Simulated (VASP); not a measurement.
Wanted: the native input for a VASP 6.6.1 run.

```
Task                   : electric field gradients
Functional             : PBEsol
Potentials or basis    : VASP PAW PBE potentials, release 64 (Cd, Te)
Cutoff                 : 520 eV
k mesh                 : 9 × 9 × 6
Occupations            : fermi-dirac, width 0.05 eV
Spin                   : no spin polarisation
Dipole correction      : no
Further INCAR settings : ALGO = Normal; EDIFF = 1e-08; NBANDS = 26
```

The structure of CdTe lies in POSCAR:

```
CdTe
1.0
    3.0754747658     -3.1048901686      0.0000000000
    3.0754747658      3.1048901686      0.0000000000
    0.0000000000      0.0000000000      6.1108868729
Cd Te
2 2
Direct
    0.2770300000      0.7229700000      0.7500000000
    0.7229700000      0.2770300000      0.2500000000
    0.7661370000      0.2338630000      0.7500000000
    0.2338630000      0.7661370000      0.2500000000
```

These files were run (other wordings do the same):

INCAR

```
SYSTEM = CdTe
ALGO = Normal
EDIFF = 1E-8
ENCUT = 520
GGA = PS
ISIF = 2
ISMEAR = -1
LASPH = .True.
LCHARG = .False.
LEFG = .True.
LREAL = .False.
LWAVE = .False.
NBANDS = 26
NELM = 60
PREC = Accurate
SIGMA = 0.05
```

KPOINTS

```
k-points
0
Gamma
  9 9 6
  0 0 0
```

Potentials or basis: VASP PAW PBE potentials, release 64 (Cd, Te).

Launch:

```sh
$ cat potpaw_PBE.64/Cd/POTCAR potpaw_PBE.64/Te/POTCAR > POTCAR
$ mpirun -np 1 vasp_std > vasp.out
```

It gave:

| Quantity | Value |
| --- | --- |
| Pressure | -3.4 GPa |
| Largest force | 0.062 eV/Å |
| Band gap on the k mesh | zero (bands 18 and 19 overlap by 1.21 eV) |
| Largest electric field gradient by atom | Cd +5.0; Te -8.3 V/Å² |

Caveat: the cell stands under tension; without QUAD_EFG the Cq values of the log hold for a quadrupole moment of 1 mb, not for the nuclei; the PAW data sets were made with another functional, which shifts forces and pressure a little; spin-orbit coupling is left out, which moves the levels of the heavy elements.

Run time: 5.3 min on 1 thread of Intel Xeon 8259CL, on a shared host, peak memory 0.43 GiB.
